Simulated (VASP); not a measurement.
A run of VASP 6.6.1 is set up as follows.

INCAR

```
PREC = Accurate
ENCUT = 520
EDIFF = 1E-7
ISMEAR = 0
SIGMA = 0.1
LREAL = False
LASPH = True
NELM = 60
ALGO = Normal
ISIF = 2
LWAVE = False
LCHARG = False
GGA = PE
NBANDS = 33
```

The input KPOINTS:

```
regular mesh
0
Gamma
  6 4 2
```

The input POSCAR:

```
Zr2Pd2Se
1.0
    3.4278365900      0.0000000000      0.0000000000
    0.0000000000      3.9841578000      0.0000000000
    0.0000000000      0.0000000000      7.8102402100
Zr Pd Se
2 2 1
Direct
    0.0000000000      0.5000000000      0.0000000000
    0.0000000000      0.0000000000      0.0000000000
    0.0000000000      0.0000000000      0.2569061300
    0.0000000000      0.0000000000      0.7430938700
    0.5000000000      0.0000000000      0.5000000000
```

Potentials or basis: VASP PAW PBE potentials, release 64 (Zr_sv, Pd, Se).

Run with:

```sh
$ cat potpaw_PBE.64/Zr_sv/POTCAR potpaw_PBE.64/Pd/POTCAR potpaw_PBE.64/Se/POTCAR > POTCAR
$ mpirun -np 1 vasp_std > vasp.out
```

(1) What does it give for the pressure?

(2) What does it give for the largest force?

(3) Predict the band gap on the k mesh.

Answers

(1) 54.6 GPa.

(2) 11.565 eV/Å.

(3) zero (bands 25 and 26 overlap by 1.46 eV).

Caveat: the k points lie up to 0.40 Å⁻¹ apart, too coarse for converged energies and pressures of a metal; atoms lie so close that the PAW spheres overlap strongly, which falsifies energies and pressures; forces of over 1 eV/Å act on the atoms, so gaps and moduli don't describe the material at rest.
